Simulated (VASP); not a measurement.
# Sb in VASP: notebook

Sb is run at these levels: LDA; tasks: electric field gradients.

All numbers are computed with VASP 6.6.1; they aren't measurements. Logs are shortened: lines on timing, memory, paths and dates and some standing lists are left out, and cuts for length are marked.

### 1 The cell of the first run

The typed cell holds 2 atoms: a = 4.459 Å, b = 4.506 Å, c = 4.513 Å, α = 57.23°, β = 57.02°, γ = 57.34°.

### 2 Electric field gradients, LDA (equal xy, yz and zx shear strains of -1 %)

INCAR

```
  ALGO = Normal
  EDIFF = 1E-8
  ENCUT = 520
  GGA = CA
  ISIF = 2
  ISMEAR = -1
  LASPH = True
  LCHARG = False
  LEFG = True
  LREAL = False
  LWAVE = False
  NBANDS = 12
  NELM = 60
  PREC = Accurate
  SIGMA = 0.03
```

KPOINTS

```
k-points
0
Gamma
  12 12 12
```

POSCAR

```
Sb
1.0
    2.1256720836      1.2121766789      3.7270387499
   -2.1755285804      1.2336826823      3.7485447533
   -0.0063035032     -2.5020193611      3.7564164968
Sb
2
Direct
    0.2336400000      0.2336400000      0.2336400000
    0.7663600000      0.7663600000      0.7663600000
```

Potentials or basis: VASP PAW LDA potentials, release 64 (Sb).

Command:

```
cat potpaw_LDA.64/Sb/POTCAR > POTCAR
mpirun -np 1 vasp_std > vasp.out
```

OUTCAR:

```text
EDIFF = 1E-8
   ENCUT = 520
   GGA = CA
   ISIF = 2
   ISMEAR = -1
   LASPH = True
   LREAL = False
   NELM = 60
   PREC = Accurate

 ion  position               nearest neighbor table
   1  0.234  0.234  0.234-   2 2.89   2 2.91   2 2.91   2 3.33   2 3.35   2 3.36
   2  0.766  0.766  0.766-   1 2.89   1 2.91   1 2.91   1 3.33   1 3.35   1 3.36

  LATTYP: Found a triclinic cell.
 ALAT       =     4.2826901800
 B/A-ratio  =     1.0043472705
 C/A-ratio  =     1.0538709749
 COS(alpha) =     0.0027861848
 COS(beta)  =     0.4871714925
 COS(gamma) =     0.4934979113

  Lattice vectors:

 A1 = (   2.1319755868,   3.7141960400,  -0.0293777469)
 A2 = (   4.3012006640,  -0.0215060034,  -0.0215060034)
 A3 = (   0.0063035032,   2.5020193611,  -3.7564164968)

Analysis of symmetry for initial positions (statically):
=====================================================================
 Subroutine PRICEL returns:
 Original cell was already a primitive cell.

 Routine SETGRP: Setting up the symmetry group for a
 triclinic supercell.

 Subroutine GETGRP returns: Found  2 space group operations
 (whereof  2 operations were pure point group operations)
 out of a pool of  2 trial point group operations.

The static configuration has the point symmetry S_2 .

Analysis of symmetry for dynamics (positions and initial velocities):
=====================================================================
 Subroutine PRICEL returns:
 Original cell was already a primitive cell.

 Routine SETGRP: Setting up the symmetry group for a
 triclinic supercell.

 Subroutine GETGRP returns: Found  2 space group operations
 (whereof  2 operations were pure point group operations)
 out of a pool of  2 trial point group operations.

The dynamic configuration has the point symmetry S_2 .

 Subroutine INISYM returns: Found  2 space group operations
 (whereof  2 operations are pure point group operations),
 and found     1 'primitive' translations

----------------------------------------------------------------------------------------

                                     Primitive cell

  volume of cell :      59.9809
[... 134 lines left out ...]

  energy without entropy =       -9.61810019  energy(sigma->0) =       -9.61826191

 E-fermi :   7.2053     XC(G=0):  -9.7476

 val. band max:        7.1287648395   @ k =   0.0833   0.4167   0.0833
 cond. band min:       7.2118117482   @ k =  -0.4167   0.5000   0.4167
 fundamental gap:      0.0830469086
 Fermi energy:         7.2053457858

 k-point     1 :       0.0000    0.0000    0.0000
  band No.  band energies     occupation
      1      -5.5630      2.00000
      2       2.3773      2.00000
      3       5.1632      2.00000
      4       5.3394      2.00000
      5       5.5116      2.00000
      6       9.2868      0.00000
      7       9.8423      0.00000
      8       9.9852      0.00000
      9      12.2431      0.00000
     10      12.3436      0.00000
     11      12.4838      0.00000
     12      13.7632      0.00000
[... 331 lines left out ...]
 k-point    24 :       0.3333    0.1667    0.0000
  band No.  band energies     occupation
      1      -4.4787      2.00000
      2      -0.1905      2.00000
      3       4.0575      2.00000
      4       4.4894      2.00000
      5       5.5860      2.00000
      6       8.8709      0.00000
      7       9.5815      0.00000
      8       9.9150      0.00000
      9      11.0870      0.00000
     10      14.2741      0.00000
     11      14.7627      0.00000
     12      16.1885      0.00000

 [... further k-points ...]

------------------------ aborting loop because EDIFF is reached ----------------------------------------

  FORCE on cell =-STRESS in cart. coord.  units (eV):
  Direction    XX          YY          ZZ          XY          YZ          ZX
  --------------------------------------------------------------------------------------
  -------------------------------------------------------------------------------------
  Total       -0.2539616     -0.0342754     -0.3313165      0.0380519      0.2264844      0.1170906
  in kB       -6.7836815     -0.9155465     -8.8499429      1.0164200      6.0497248      3.1276585
  external PRESSURE =      -5.5163903 kB  Pullay stress =       0.0000000 kB

 VOLUME and BASIS-vectors are now :
 -----------------------------------------------------------------------------
  energy-cutoff  :      520.00
  volume of cell :       59.98
      direct lattice vectors                 reciprocal lattice vectors
     2.125672084  1.212176679  3.727038750     0.233626878  0.135852552  0.090878736
    -2.175528580  1.233682682  3.748544753    -0.231382933  0.133515820  0.088542003
    -0.006303503 -2.502019361  3.756416497    -0.000901697 -0.268026123  0.087686700

 POSITION                                       TOTAL-FORCE (eV/Angst)
 -----------------------------------------------------------------------------------
     -0.01312     -0.01312      2.62424         0.033312      0.047112      0.139399
     -0.04304     -0.04304      8.60776        -0.033312     -0.047112     -0.139399
 -----------------------------------------------------------------------------------
    total drift:                                0.000000     -0.000000      0.000000

  FREE ENERGIE OF THE ION-ELECTRON SYSTEM (eV)
  ---------------------------------------------------
  free  energy   TOTEN  =        -9.6184236357 eV

  energy  without entropy=       -9.6181001910  energy(sigma->0) =       -9.61826191

 Electric field gradients (V/A^2)
---------------------------------------------------------------------
 ion       V_xx      V_yy      V_zz      V_xy      V_xz      V_yz
---------------------------------------------------------------------
   1      24.345    18.586   -42.931    -1.952    -4.688    -7.417
   2      24.345    18.586   -42.931    -1.952    -4.688    -7.417
---------------------------------------------------------------------

 Electric field gradients after diagonalization (V/A^2)
 (convention: |V_zz| > |V_xx| > |V_yy|)
----------------------------------------------------------------------
 ion       V_xx      V_yy      V_zz     asymmetry (V_yy - V_xx)/ V_zz
----------------------------------------------------------------------
   1      25.036    19.125   -44.162       0.134
   2      25.036    19.125   -44.162       0.134
----------------------------------------------------------------------

           NMR quadrupolar parameters

 Cq : quadrupolar parameter    Cq=e*Q*V_zz/h
 eta: asymmetry parameters     (V_yy - V_xx)/ V_zz
 Q  : nuclear electric quadrupole moment in mb (millibarn)
----------------------------------------------------------------------
 ion       Cq(MHz)       eta       Q (mb)
----------------------------------------------------------------------
   1      -0.107       0.134       1.000
   2      -0.107       0.134       1.000
----------------------------------------------------------------------
```

stdout:

```text
POSCAR found type information on POSCAR Sb
 POSCAR found :  1 types and       2 ions
 scaLAPACK will be used
 LDA part: xc-table for (Slater(with rela. corr.)+CA(PZ))
 , standard interpolation
 POSCAR, INCAR and KPOINTS ok, starting setup
 FFT: planning ... GRIDC
 FFT: planning ... GRID_SOFT
 FFT: planning ... GRID
 WAVECAR not read
 entering main loop
ion   1
     0.0000576    -0.0134302     0.0665659     0.0937216     0.0199124    -0.0470912
     0.0000793    -0.0134302     0.0665659     0.0937216     0.0199124    -0.0470912
     0.0001092    -0.0134302     0.0665659     0.0937216     0.0199124    -0.0470912
     0.0001504    -0.0134302     0.0665659     0.0937216     0.0199124    -0.0470912

     0.0000576     1.7769994     6.8419409    33.9790051     4.3027594    -2.6760861
     0.0000793     1.7767773     6.8412545    33.9753912     4.3023076    -2.6758394
     0.0001092     1.7764239     6.8401672    33.9696653     4.3015916    -2.6754492
     0.0001504     1.7758640     6.8384525    33.9606323     4.3004618    -2.6748345

ion   2
     0.0000576    -0.0134302     0.0665659     0.0937216     0.0199124    -0.0470912
     0.0000793    -0.0134302     0.0665659     0.0937216     0.0199124    -0.0470912
     0.0001092    -0.0134302     0.0665659     0.0937216     0.0199124    -0.0470912
     0.0001504    -0.0134302     0.0665659     0.0937216     0.0199124    -0.0470912

     0.0000576     1.7769994     6.8419409    33.9790051     4.3027594    -2.6760861
     0.0000793     1.7767773     6.8412545    33.9753912     4.3023076    -2.6758394
     0.0001092     1.7764239     6.8401672    33.9696653     4.3015916    -2.6754492
     0.0001504     1.7758640     6.8384525    33.9606323     4.3004618    -2.6748345
```

Run time: 6.9 min. Hardware: 1 thread of Intel Xeon Platinum 8259CL at 2.50GHz (Skylake/Cascade Lake), shared host; peak memory 0.6 GiB.

What came out:

```
Free energy                             : -9.6184 eV
Pressure                                : -0.6 GPa
Largest force                           : 0.151 eV/Å
Band gap on the k mesh                  : zero (bands 5 and 6 overlap by 0.35 eV)
Largest electric field gradient by atom : Sb -44.2 V/Å²
```

Forces on the atoms (eV/Å):
```
Sb   0.033  0.047  0.139
Sb  -0.033 -0.047 -0.139
```

Electric field gradients, principal values (V/Å²):
| atom | least | middle | greatest (by size) |
| --- | --- | --- | --- |
| 1 Sb | 19.125 | 25.036 | -44.162 |
| 2 Sb | 19.125 | 25.036 | -44.162 |

Caveat: the cell differs from its parent crystal (equal xy, yz and zx shear strains of -1 %); without QUAD_EFG the Cq values of the log hold for a quadrupole moment of 1 mb, not for the nuclei; spin-orbit coupling is left out, which moves the levels of the heavy elements.

### 3 Electric field gradients, LDA (31.19 Å³/atom)

This run uses another cell than the first one, of 31.19 Å³/atom.

INCAR

```
PREC = Accurate
ENCUT = 520
EDIFF = 1E-8
ISMEAR = -1
SIGMA = 0.03
LREAL = F
LASPH = T
NELM = 80
ALGO = Normal
ISIF = 2
LWAVE = F
LCHARG = F
GGA = CA
LEFG = T
NBANDS = 12
```

KPOINTS

```
Automatic mesh
0
Gamma
  12 12 12
```

POSCAR

```
Sb
1.0
    2.1789009502      1.2579890502      3.7932688079
   -2.1789009502      1.2579890502      3.7932688079
    0.0000000000     -2.5159781002      3.7932688079
Sb
2
Direct
    0.2336400000      0.2336400000      0.2336400000
    0.7663600000      0.7663600000      0.7663600000
```

Potentials or basis: VASP PAW LDA potentials, release 64 (Sb).

Command:

```
cat potpaw_LDA.64/Sb/POTCAR > POTCAR
mpirun -np 1 vasp_std > vasp.out
```

OUTCAR:

```text
PREC = Accurate
   ENCUT = 520
   EDIFF = 1E-8
   ISMEAR = -1
   LREAL = F
   LASPH = T
   NELM = 80
   ISIF = 2
   GGA = CA

 ion  position               nearest neighbor table
   1  0.234  0.234  0.234-   2 2.94   2 2.94   2 2.94   2 3.39   2 3.39   2 3.39
   2  0.766  0.766  0.766-   1 2.94   1 2.94   1 2.94   1 3.39   1 3.39   1 3.39

  LATTYP: Found a trigonal (rhomboedric) cell.
 ALAT       =     4.5518165660
 COS(alpha) =     0.5417151843

  Lattice vectors:

 A1 = (   2.1789009502,   1.2579890502,   3.7932688079)
 A2 = (  -2.1789009502,   1.2579890502,   3.7932688079)
 A3 = (   0.0000000000,  -2.5159781002,   3.7932688079)

Analysis of symmetry for initial positions (statically):
=====================================================================
 Subroutine PRICEL returns:
 Original cell was already a primitive cell.

 Routine SETGRP: Setting up the symmetry group for a
 trigonal (rhombohedral) supercell.

 Subroutine GETGRP returns: Found 12 space group operations
 (whereof 12 operations were pure point group operations)
 out of a pool of 12 trial point group operations.

The static configuration has the point symmetry D_3d.

Analysis of symmetry for dynamics (positions and initial velocities):
=====================================================================
 Subroutine PRICEL returns:
 Original cell was already a primitive cell.

 Routine SETGRP: Setting up the symmetry group for a
 trigonal (rhombohedral) supercell.

 Subroutine GETGRP returns: Found 12 space group operations
 (whereof 12 operations were pure point group operations)
 out of a pool of 12 trial point group operations.

[... 505 lines left out ...]
      4       4.5729      2.00000
      5       5.0895      2.00000
      6       7.6632      0.00000
      7       7.9289      0.00000
      8       9.7033      0.00000
      9      13.1861      0.00000
     10      13.6955      0.00000
     11      14.3165      0.00000
     12      16.5399      0.00000

 [... further k-points ...]

------------------------ aborting loop because EDIFF is reached ----------------------------------------

  FORCE on cell =-STRESS in cart. coord.  units (eV):
  Direction    XX          YY          ZZ          XY          YZ          ZX
  --------------------------------------------------------------------------------------
  -------------------------------------------------------------------------------------
  Total       -1.0338047     -1.0338047     -1.0509069     -0.0000000     -0.0000000      0.0000000
  in kB      -26.5503253    -26.5503253    -26.9895489     -0.0000000     -0.0000000      0.0000000
  external PRESSURE =     -26.6967332 kB  Pullay stress =       0.0000000 kB

 VOLUME and BASIS-vectors are now :
 -----------------------------------------------------------------------------
  energy-cutoff  :      520.00
  volume of cell :       62.38
      direct lattice vectors                 reciprocal lattice vectors
     2.178900950  1.257989050  3.793268808     0.229473488  0.132486580  0.087874957
    -2.178900950  1.257989050  3.793268808    -0.229473488  0.132486580  0.087874957
     0.000000000 -2.515978100  3.793268808     0.000000000 -0.264973160  0.087874957

 POSITION                                       TOTAL-FORCE (eV/Angst)
 -----------------------------------------------------------------------------------
      0.00000      0.00000      2.65878         0.000000     -0.000000     -0.056523
      0.00000      0.00000      8.72103         0.000000      0.000000      0.056523
 -----------------------------------------------------------------------------------
    total drift:                                0.000000     -0.000000      0.000000

  FREE ENERGIE OF THE ION-ELECTRON SYSTEM (eV)
  ---------------------------------------------------
  free  energy   TOTEN  =        -9.5956108061 eV

  energy  without entropy=       -9.5952721292  energy(sigma->0) =       -9.59544147

 Electric field gradients (V/A^2)
---------------------------------------------------------------------
 ion       V_xx      V_yy      V_zz      V_xy      V_xz      V_yz
---------------------------------------------------------------------
   1      21.536    21.536   -43.072     0.000    -0.000    -0.000
   2      21.536    21.536   -43.072     0.000    -0.000    -0.000
---------------------------------------------------------------------

 Electric field gradients after diagonalization (V/A^2)
 (convention: |V_zz| > |V_xx| > |V_yy|)
----------------------------------------------------------------------
 ion       V_xx      V_yy      V_zz     asymmetry (V_yy - V_xx)/ V_zz
----------------------------------------------------------------------
   1      21.536    21.536   -43.072       0.000
   2      21.536    21.536   -43.072       0.000
----------------------------------------------------------------------

           NMR quadrupolar parameters

 Cq : quadrupolar parameter    Cq=e*Q*V_zz/h
 eta: asymmetry parameters     (V_yy - V_xx)/ V_zz
 Q  : nuclear electric quadrupole moment in mb (millibarn)
----------------------------------------------------------------------
 ion       Cq(MHz)       eta       Q (mb)
----------------------------------------------------------------------
   1      -0.104       0.000       1.000
   2      -0.104       0.000       1.000
----------------------------------------------------------------------
```

stdout:

```text
POSCAR found type information on POSCAR Sb
 POSCAR found :  1 types and       2 ions
 scaLAPACK will be used
 LDA part: xc-table for (Slater(with rela. corr.)+CA(PZ))
 , standard interpolation
 POSCAR, INCAR and KPOINTS ok, starting setup
 FFT: planning ... GRIDC
 FFT: planning ... GRID_SOFT
 FFT: planning ... GRID
 WAVECAR not read
 entering main loop
ion   1

ion   2
```

It took 4.9 min on 1 thread of AMD EPYC 7R13, shared host; peak memory 0.23 GiB.

Results:

```yaml
Free_energy: -9.5956 eV
Pressure: -2.7 GPa
Largest_force: 0.057 eV/Å
Band_gap_on_the_k_mesh: zero (bands 5 and 6 overlap by 0.21 eV)
Largest_electric_field_gradient_by_atom: Sb -43.1 V/Å²
```

Forces on the atoms (eV/Å):
```
Sb   0.000  0.000 -0.057
Sb   0.000  0.000  0.057
```

Electric field gradients, principal values (V/Å²):
```
atom   least  middle  greatest (by size)
1 Sb  21.536  21.536             -43.072
2 Sb  21.536  21.536             -43.072
```

Caveat: without QUAD_EFG the Cq values of the log hold for a quadrupole moment of 1 mb, not for the nuclei; spin-orbit coupling is left out, which moves the levels of the heavy elements.
